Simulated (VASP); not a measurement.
# HgTe (Fm-3m) in VASP: further runs

Aim: see how the results for HgTe move with the level of theory and the settings. Levels: PBE+D3(BJ), PBE+D4, revPBE+D4. Tasks: single point.

Everything below comes from runs of VASP 6.6.1. Logs are shortened: lines on timing, memory, paths and dates and some standing lists are left out, and cuts for length are marked.

## 1. The cell of the first run

It takes space group Fm-3m (No. 225, cubic). The conventional cell has a = 6.035 Å, b = 6.035 Å, c = 6.035 Å, α = 90.00°, β = 90.00°, γ = 90.00°. Hg (site symmetry m-3m) has 6 Te at 3.02 Å within 4.0 Å. Te (site symmetry m-3m) has 6 Hg at 3.02 Å within 4.0 Å.

## 2. Single point, PBE+D3(BJ)

Input file INCAR:

```
PREC = Accurate
ENCUT = 520
EDIFF = 1E-7
ISMEAR = -1
SIGMA = 0.05
LREAL = F
LASPH = T
NELM = 80
ALGO = Normal
ISIF = 2
LWAVE = F
LCHARG = F
GGA = PE
IVDW = 12
NBANDS = 16
```

Input file KPOINTS:

```
Automatic mesh
0
Gamma
  7 7 7
```

Input file POSCAR:

```
HgTe
1.0
    0.0000000000      3.0173805242      3.0173805242
    3.0173805242      0.0000000000      3.0173805242
    3.0173805242      3.0173805242      0.0000000000
Hg Te
1 1
Direct
    0.0000000000      0.0000000000      0.0000000000
    0.5000000000      0.5000000000      0.5000000000
```

Potentials or basis: VASP PAW PBE potentials, release 64 (Hg, Te).

The run is started by

```sh
> cat potpaw_PBE.64/Hg/POTCAR potpaw_PBE.64/Te/POTCAR > POTCAR
> mpirun -np 1 vasp_std > vasp.out
```

OUTCAR:

```text
PREC = Accurate
   ENCUT = 520
   EDIFF = 1E-7
   ISMEAR = -1
   LREAL = F
   LASPH = T
   NELM = 80
   ISIF = 2
   GGA = PE
   IVDW = 12
 IVDW          = 12

 ion  position               nearest neighbor table
   1  0.000  0.000  0.000-   2 3.02   2 3.02   2 3.02   2 3.02   2 3.02   2 3.02
   2  0.500  0.500  0.500-   1 3.02   1 3.02   1 3.02   1 3.02   1 3.02   1 3.02

  LATTYP: Found a face centered cubic cell.
 ALAT       =     6.0347610484

  Lattice vectors:

 A1 = (   0.0000000000,   3.0173805242,   3.0173805242)
 A2 = (   3.0173805242,   0.0000000000,   3.0173805242)
 A3 = (   3.0173805242,   3.0173805242,   0.0000000000)

Analysis of symmetry for initial positions (statically):
=====================================================================
 Subroutine PRICEL returns:
 Original cell was already a primitive cell.

 Routine SETGRP: Setting up the symmetry group for a
 face centered cubic supercell.

 Subroutine GETGRP returns: Found 48 space group operations
 (whereof 48 operations were pure point group operations)
 out of a pool of 48 trial point group operations.

The static configuration has the point symmetry O_h .

Analysis of symmetry for dynamics (positions and initial velocities):
=====================================================================
 Subroutine PRICEL returns:
 Original cell was already a primitive cell.

 Routine SETGRP: Setting up the symmetry group for a
 face centered cubic supercell.

 Subroutine GETGRP returns: Found 48 space group operations
 (whereof 48 operations were pure point group operations)
 out of a pool of 48 trial point group operations.

The dynamic configuration has the point symmetry O_h .

 Subroutine INISYM returns: Found 48 space group operations
 (whereof 48 operations are pure point group operations),
 and found     1 'primitive' translations

----------------------------------------------------------------------------------------

                                     Primitive cell

  volume of cell :      54.9440

  direct lattice vectors                    reciprocal lattice vectors
     0.000000000  3.017380524  3.017380524    -0.165706644  0.165706644  0.165706644
     3.017380524  0.000000000  3.017380524     0.165706644 -0.165706644  0.165706644
     3.017380524  3.017380524  0.000000000     0.165706644  0.165706644 -0.165706644

  length of vectors
     4.267220460  4.267220460  4.267220460     0.287012326  0.287012326  0.287012326

  position of ions in fractional coordinates (direct lattice)
     0.000000000  0.000000000  0.000000000
[... 72 lines left out ...]
   NELM   =     80;   NELMIN=  2; NELMDL= -5     # of ELM steps
   EDIFF  = 0.1E-06   stopping-criterion for ELM
   LREAL  =      F    real-space projection
   EDIFFG = 0.1E-05   stopping-criterion for IOM
   NSW    =      0    number of steps for IOM
   IBRION =     -1    ionic relax: 0-MD 1-quasi-New 2-CG
   NFREE  =      0    steps in history (QN), initial steepest desc. (CG)
   ISIF   =      2    stress and relaxation
   ISYM   =      2    0-nonsym 1-usesym 2-fastsym
   POTIM  = 0.5000    time-step for ionic-motion
   TEBEG  =    0.0;   TEEND  =   0.0 temperature during run
   PSTRESS=    0.0 pullay stress
   NELECT =      18.0000    total number of electrons
   NUPDOWN=      -1.0000    fix difference up-down
   EMIN   =  10.00;   EMAX   =-10.00  energy-range for DOS
   EFERMI =   0.00;   METHOD = LEGACY
   ISMEAR =    -1;   SIGMA  =   0.05  broadening in eV -4-tet -1-fermi 0-gaus
   EFERMI_NEDOS =   21; number of points for ismear=-14 and -15
   IALGO  =     38    algorithm
   IMIX   =      4    mixing-type and parameters
     AMIX     =   0.40;   BMIX     =  1.00
     AMIX_MAG =   1.60;   BMIX_MAG =  1.00
  volume/ion in A,a.u.               =      27.47       185.39
  Fermi-wavevector in a.u.,A,eV,Ry     =   1.128562  2.132674 17.329103  1.273653
  Thomas-Fermi vector in A             =   2.265253
   LORBIT       =      0    0 simple, 1 ext, 2 COOP (PROOUT), +10 PAW based schemes
   GGA     = PE    functional components
   LHFCALC =     F    Hartree Fock is set to
   AEXX    =    0.0000 exact exchange contribution
   IVDW    =    12    specifies the selected vdW correction
   LEPSILON=     F    determine dielectric tensor
   LRPA    =     F    only Hartree local field effects (RPA)
 non-spin polarized calculation
  energy-cutoff  :      520.00
  volume of cell :       54.94
 maximum number of plane-waves:      1492
   NGX = 15   NGY = 15   NGZ = 15

 number of electron      18.0000002 magnetization

 Free energy of the ion-electron system (eV)
  ---------------------------------------------------
  ext. energy  EPLUGINS =         0.00000000
  ---------------------------------------------------
  free energy    TOTEN  =        -3.33683813 eV

  energy without entropy =       -3.33106210  energy(sigma->0) =       -3.33395012

 E-fermi :   4.8219     XC(G=0): -10.0289

 val. band max:        4.7978124101   @ k =  -0.1429   0.1429   0.0000
 cond. band min:       4.8831801031   @ k =   0.2857   0.2857   0.0000
 fundamental gap:      0.0853676929
 Fermi energy:         4.8219156759

 k-point     1 :       0.0000    0.0000    0.0000
  band No.  band energies     occupation
      1      -7.5039      2.00000
      2      -2.0681      2.00000
      3      -2.0681      2.00000
      4      -2.0073      2.00000
      5      -2.0073      2.00000
      6      -2.0073      2.00000
[... 357 lines left out ...]
      3      -2.0910      2.00000
      4      -1.9896      2.00000
      5      -1.7620      2.00000
      6      -1.3817      2.00000
[... 8 lines left out ...]
     15      15.3827      0.00000
     16      17.6717      0.00000

------------------------ aborting loop because EDIFF is reached ----------------------------------------

 Edisp (eV)   -0.91403

 E8    (eV) :    -0.4194

  FORCE on cell =-STRESS in cart. coord.  units (eV):
  Direction    XX          YY          ZZ          XY          YZ          ZX
  --------------------------------------------------------------------------------------
  -------------------------------------------------------------------------------------
  Total       0.04315     0.04315     0.04315    -0.00000    -0.00000     0.00000
  in kB       1.25823     1.25823     1.25823    -0.00000    -0.00000     0.00000
  external pressure =        1.26 kB  Pullay stress =        0.00 kB

 VOLUME and BASIS-vectors are now :
 -----------------------------------------------------------------------------
  energy-cutoff  :      520.00
  volume of cell :       54.94
      direct lattice vectors                 reciprocal lattice vectors
     0.000000000  3.017380524  3.017380524    -0.165706644  0.165706644  0.165706644
     3.017380524  0.000000000  3.017380524     0.165706644 -0.165706644  0.165706644
     3.017380524  3.017380524  0.000000000     0.165706644  0.165706644 -0.165706644

 POSITION                                       TOTAL-FORCE (eV/Angst)
 -----------------------------------------------------------------------------------
      0.00000      0.00000      0.00000        -0.000000      0.000000     -0.000000
      3.01738      3.01738      3.01738         0.000000     -0.000000      0.000000
 -----------------------------------------------------------------------------------
    total drift:                                0.000000     -0.000000     -0.000000

  FREE ENERGIE OF THE ION-ELECTRON SYSTEM (eV)
  ---------------------------------------------------
  free  energy   TOTEN  =        -4.2508660135 eV

  energy  without entropy=       -4.2450899830  energy(sigma->0) =       -4.24797800
```

OSZICAR:

```text
N       E                     dE             d eps       ncg     rms          rms(c)
DAV:   1     0.106910261852E+03    0.10691E+03   -0.82330E+03   640   0.100E+03
DAV:   2    -0.771508242135E-01   -0.10699E+03   -0.98907E+02   768   0.232E+02
DAV:   3    -0.351439540046E+01   -0.34372E+01   -0.34218E+01   752   0.432E+01
DAV:   4    -0.353837373429E+01   -0.23978E-01   -0.23977E-01   904   0.346E+00
DAV:   5    -0.353858391143E+01   -0.21018E-03   -0.21018E-03   792   0.267E-01    0.772E+00
DAV:   6    -0.334228435981E+01    0.19630E+00   -0.40003E-01   760   0.823E+00    0.599E+00
DAV:   7    -0.333747222783E+01    0.48121E-02   -0.68375E-02   736   0.181E+00    0.218E+00
DAV:   8    -0.333684564970E+01    0.62658E-03   -0.66959E-03   720   0.928E-01    0.477E-01
DAV:   9    -0.333681898935E+01    0.26660E-04   -0.53962E-04   824   0.256E-01    0.694E-02
DAV:  10    -0.333683261833E+01   -0.13629E-04   -0.57320E-05   808   0.674E-02    0.376E-02
DAV:  11    -0.333683847259E+01   -0.58543E-05   -0.10266E-05   816   0.223E-02    0.154E-02
DAV:  12    -0.333683820017E+01    0.27243E-06   -0.13170E-06   736   0.771E-03    0.789E-03
DAV:  13    -0.333683813416E+01    0.66005E-07   -0.80037E-08   600   0.213E-03
   1 F= -.42508660E+01 E0= -.42479780E+01  d E =-.577603E-02
```

It took 7.6 s on 1 thread of Intel Xeon 6975P-C (Granite Rapids), shared host; peak memory 0.19 GiB.

What came out:

- Free energy: -4.2509 eV
- Pressure: 0.1 GPa
- Band gap on the k mesh: zero (band 9 reaches 5.05 eV, above the bottom of band 10 at 2.45 eV)
- Dispersion energy per atom: -0.457 eV

Caveat: spin-orbit coupling is left out, which moves the levels of the heavy elements; pairwise dispersion overbinds metals, which lowers pressure and volume.

## 3. Single point, PBE+D4

Input file INCAR:

```
ALGO = Normal
EDIFF = 1E-7
ENCUT = 520
GGA = PE
ISIF = 2
ISMEAR = -1
IVDW = 13
LASPH = True
LCHARG = False
LREAL = False
LWAVE = False
NBANDS = 16
NELM = 80
PREC = Accurate
SIGMA = 0.05
```

Input file KPOINTS:

```
k-points
0
Gamma
  7 7 7
```

Input file POSCAR:

```
HgTe
1.0
    0.0000000000      3.0177696940      3.0177696940
    3.0177696940      0.0000000000      3.0177696940
    3.0177696940      3.0177696940      0.0000000000
Hg Te
1 1
Direct
    0.0000000000      0.0000000000      0.0000000000
    0.5000000000      0.5000000000      0.5000000000
```

Potentials or basis: VASP PAW PBE potentials, release 64 (Hg, Te).

The run is started by

```sh
> cat potpaw_PBE.64/Hg/POTCAR potpaw_PBE.64/Te/POTCAR > POTCAR
> mpirun -np 1 vasp_std > vasp.out
```

OUTCAR:

```text
EDIFF = 1E-7
   ENCUT = 520
   GGA = PE
   ISIF = 2
   ISMEAR = -1
   IVDW = 13
   LASPH = True
   LREAL = False
   NELM = 80
   PREC = Accurate

 ion  position               nearest neighbor table
   1  0.000  0.000  0.000-   2 3.02   2 3.02   2 3.02   2 3.02   2 3.02   2 3.02
   2  0.500  0.500  0.500-   1 3.02   1 3.02   1 3.02   1 3.02   1 3.02   1 3.02

  LATTYP: Found a face centered cubic cell.
 ALAT       =     6.0355393880

  Lattice vectors:

 A1 = (   0.0000000000,   3.0177696940,   3.0177696940)
 A2 = (   3.0177696940,   0.0000000000,   3.0177696940)
 A3 = (   3.0177696940,   3.0177696940,   0.0000000000)

Analysis of symmetry for initial positions (statically):
=====================================================================
 Subroutine PRICEL returns:
 Original cell was already a primitive cell.

 Routine SETGRP: Setting up the symmetry group for a
 face centered cubic supercell.

 Subroutine GETGRP returns: Found 48 space group operations
 (whereof 48 operations were pure point group operations)
 out of a pool of 48 trial point group operations.

The static configuration has the point symmetry O_h .

Analysis of symmetry for dynamics (positions and initial velocities):
[... 156 lines left out ...]
 cond. band min:       4.8790357405   @ k =   0.2857   0.2857   0.0000
 fundamental gap:      0.0857981656
 Fermi energy:         4.8174016337

 k-point     1 :       0.0000    0.0000    0.0000
  band No.  band energies     occupation
      1      -7.5056      2.00000
      2      -2.0710      2.00000
      3      -2.0710      2.00000
      4      -2.0102      2.00000
      5      -2.0102      2.00000
      6      -2.0102      2.00000
[... 357 lines left out ...]
      3      -2.0938      2.00000
      4      -1.9925      2.00000
      5      -1.7653      2.00000
      6      -1.3855      2.00000
[... 8 lines left out ...]
     15      15.3768      0.00000
     16      17.6651      0.00000

------------------------ aborting loop because EDIFF is reached ----------------------------------------

  DFT-D4 for vdW energy calculation

  Edisp (eV):   -0.96446

  FORCE on cell =-STRESS in cart. coord.  units (eV):
  Direction    XX          YY          ZZ          XY          YZ          ZX
  --------------------------------------------------------------------------------------
  -------------------------------------------------------------------------------------
  Total       0.04296     0.04296     0.04296    -0.00000     0.00000     0.00000
  in kB       1.25213     1.25213     1.25213    -0.00000     0.00000     0.00000
  external pressure =        1.25 kB  Pullay stress =        0.00 kB

 VOLUME and BASIS-vectors are now :
 -----------------------------------------------------------------------------
  energy-cutoff  :      520.00
  volume of cell :       54.97
      direct lattice vectors                 reciprocal lattice vectors
     0.000000000  3.017769694  3.017769694    -0.165685274  0.165685274  0.165685274
     3.017769694  0.000000000  3.017769694     0.165685274 -0.165685274  0.165685274
     3.017769694  3.017769694  0.000000000     0.165685274  0.165685274 -0.165685274

 POSITION                                       TOTAL-FORCE (eV/Angst)
 -----------------------------------------------------------------------------------
      0.00000      0.00000      0.00000        -0.000000      0.000000     -0.000000
      3.01777      3.01777      3.01777         0.000000      0.000000      0.000000
 -----------------------------------------------------------------------------------
    total drift:                                0.000000     -0.000000     -0.000000

  FREE ENERGIE OF THE ION-ELECTRON SYSTEM (eV)
  ---------------------------------------------------
  free  energy   TOTEN  =        -4.3016801822 eV

  energy  without entropy=       -4.2959009685  energy(sigma->0) =       -4.29879058
```

Wall time 7.6 s (1 thread of Intel Xeon 6975P-C (Granite Rapids), shared host); peak memory 0.18 GiB.

Results:

```
Free energy                : -4.3017 eV
Pressure                   : 0.1 GPa
Band gap on the k mesh     : zero (band 9 reaches 5.05 eV, above the bottom of band 10 at 2.45 eV)
Dispersion energy per atom : -0.482 eV
```

Levels at points of the mesh, in eV from the Fermi level:
```csv
k point,band 7,band 8,band 9,band 10,band 11,band 12
"(0.00, 0.00, 0.00)",-0.89,-0.81,-0.81,-0.81,7.59,7.59
```

Caveat: spin-orbit coupling is left out, which moves the levels of the heavy elements; pairwise dispersion overbinds metals, which lowers pressure and volume.

## 4. Single point, revPBE+D4

This run uses another cell than the first one, of 27.28 Å³/atom, 0.993 times its volume.

Input file INCAR:

```
SYSTEM = HgTe
PREC     = Accurate       ! precision mode
ENCUT    = 520            ! plane-wave cutoff, eV
EDIFF    = 1E-6           ! SCF threshold, eV
ISMEAR   = -1             ! smearing method
SIGMA    = 0.05           ! smearing width, eV
LREAL    = .False.        ! projectors in reciprocal space
LASPH    = .True.         ! aspherical terms in the spheres
NELM     = 60             ! most SCF steps
ALGO     = Normal         ! electronic algorithm
ISIF     = 2              ! what is computed and relaxed
LWAVE    = .False.        ! write WAVECAR
LCHARG   = .False.        ! write CHGCAR
GGA      = RE             ! functional
IVDW     = 13             ! dispersion correction
NBANDS   = 16             ! bands
```

Input file KPOINTS:

```
Automatic mesh
0
Gamma
  7 7 7
  0 0 0
```

Input file POSCAR:

```
HgTe
1.0
    0.0000000000      3.0104932619      3.0104932619
    3.0104932619      0.0000000000      3.0104932619
    3.0104932619      3.0104932619      0.0000000000
Hg Te
1 1
Direct
    0.0000000000      0.0000000000      0.0000000000
    0.5000000000      0.5000000000      0.5000000000
```

The run is started by

```sh
> cat potpaw_PBE.64/Hg/POTCAR potpaw_PBE.64/Te/POTCAR > POTCAR
> mpirun -np 1 vasp_std > vasp.out
```

Wall time 7.2 s (1 thread of Intel Xeon 6975P-C (Granite Rapids), shared host); peak memory 0.18 GiB.

It converged, with:

```yaml
Free_energy: -4.1608 eV
Pressure: 0.1 GPa
Band_gap_on_the_k_mesh: zero (band 9 reaches 5.21 eV, above the bottom of band 10 at 2.59 eV)
Dispersion_energy_per_atom: -0.786 eV
```

Levels at points of the mesh, in eV from the Fermi level:
```csv
k point,band 7,band 8,band 9,band 10,band 11,band 12
"(0.00, 0.00, 0.00)",-0.83,-0.83,-0.83,-0.81,7.60,7.60
```

Caveat: the PAW data sets were made with another functional, which shifts forces and pressure a little; spin-orbit coupling is left out, which moves the levels of the heavy elements; pairwise dispersion overbinds metals, which lowers pressure and volume.

## 5. Summary

```tsv
level	cell	gap on the mesh (eV)	pressure (GPa)
PBE+D3(BJ)	a = 4.267 Å, angles 60.0°, 2 atoms	none	0.1
PBE+D4	a = 4.268 Å, angles 60.0°, 2 atoms	none	0.1
revPBE+D4	a = 4.257 Å, angles 60.0°, 2 atoms	none	0.1
```

Alike in all rows: task single point; potentials or basis VASP PAW PBE potentials, release 64 (Hg, Te); no spin polarisation; k mesh 7 × 7 × 7; cutoff (eV) 520; smearing fermi-dirac 0.05 eV.

Caveats: spin-orbit coupling is left out, which moves the levels of the heavy elements; pairwise dispersion overbinds metals, which lowers pressure and volume; the PAW data sets were made with another functional, which shifts forces and pressure a little (some runs).

Absolute energies hang on the potentials; compare differences alone.
